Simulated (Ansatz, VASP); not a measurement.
**TaN in VASP and in Ansatz**

Contents of INCAR:

```
PREC     = Accurate       # precision mode
ENCUT    = 520            # plane-wave cutoff, eV
EDIFF    = 1E-7           # SCF threshold, eV
ISMEAR   = -1             # smearing method
SIGMA    = 0.05           # smearing width, eV
LREAL    = False          # projectors in reciprocal space
LASPH    = True           # aspherical terms in the spheres
NELM     = 80             # most SCF steps
ALGO     = Normal         # electronic algorithm
ISIF     = 2              # what is computed and relaxed
LWAVE    = False          # write WAVECAR
LCHARG   = False          # write CHGCAR
GGA      = PS             # functional
NBANDS   = 15             # bands
```

The input KPOINTS:

```
regular mesh
0
Gamma
  8 8 7
```

The input POSCAR:

```
TaN
1.0
    2.9380000000      0.0000000000      0.0000000000
   -1.4690000000      2.5443826363      0.0000000000
    0.0000000000      0.0000000000      2.8830000000
Ta N
1 1
Direct
    0.0000000000      0.0000000000      0.5000000000
    0.6666666667      0.3333333333      0.0000000000
```

File input.yaml:

```yaml
crystal:
  lattice:
    - [2.938, 0.0, 0.0]
    - [-1.469, 2.5443826363, 0.0]
    - [0.0, 0.0, 2.883]
  atoms:
    - { symbol: Ta, position: [0.0, 0.0, 0.5] }
    - { symbol: "N", position: [0.6666666667, 0.3333333333, 0.0] }
kpoints:
  mp_grid: { grid: [8, 8, 7] }
  band_path:
    path:
      - [0.0, 0.0, 0.0]
      - [0.5, 0.0, 0.0]
      - [0.3333333333, 0.3333333333, 0.0]
      - [0.0, 0.0, 0.0]
      - [0.0, 0.0, 0.5]
      - [0.5, 0.0, 0.5]
      - [0.3333333333, 0.3333333333, 0.5]
      - [0.0, 0.0, 0.5]
    npoints: 12
scf:
  occupations: { method: fermi_dirac, width: 0.05 }
hamiltonian:
  xc: pbesol
  pseudopotentials: { kind: all_electron, lapw: { basis_error: 0.001 } }
output:
  forces: true
  stress: true
  eigenvalues: true
```

Alike in both runs: functional PBEsol; k mesh 8 × 8 × 7; occupations fermi-dirac, width 0.05 eV; no spin polarisation.

|  | VASP | Ansatz |
| --- | --- | --- |
| version | VASP 6.6.1 | Ansatz 0.2.0 |
| potentials or method | VASP PAW PBE potentials, release 64 (Ta_pv, N), cutoff 520 eV | all-electron LAPW, scalar-relativistic |
| task | single point | band structure |

|  | VASP | Ansatz | Ansatz less VASP |
| --- | --- | --- | --- |
| gap on the k mesh at the Fermi level (eV) | none | none | - |
| pressure (GPa) | -4.1 | -4.8 | -0.69 |
| traceless stress, the component that is largest in VASP (GPa) | -0.38 | -0.51 | -0.131 |

VASP's potentials were made for PBE, not for PBEsol. A gap of «none» marks a metal or a gap that the smearing closes. Ansatz ran all-electron here, and VASP with PAW potentials.

Spin-orbit coupling is off throughout. Noted on Ansatz's run: the k mesh is thin for a metal, which can move the energy by tens of meV per atom.
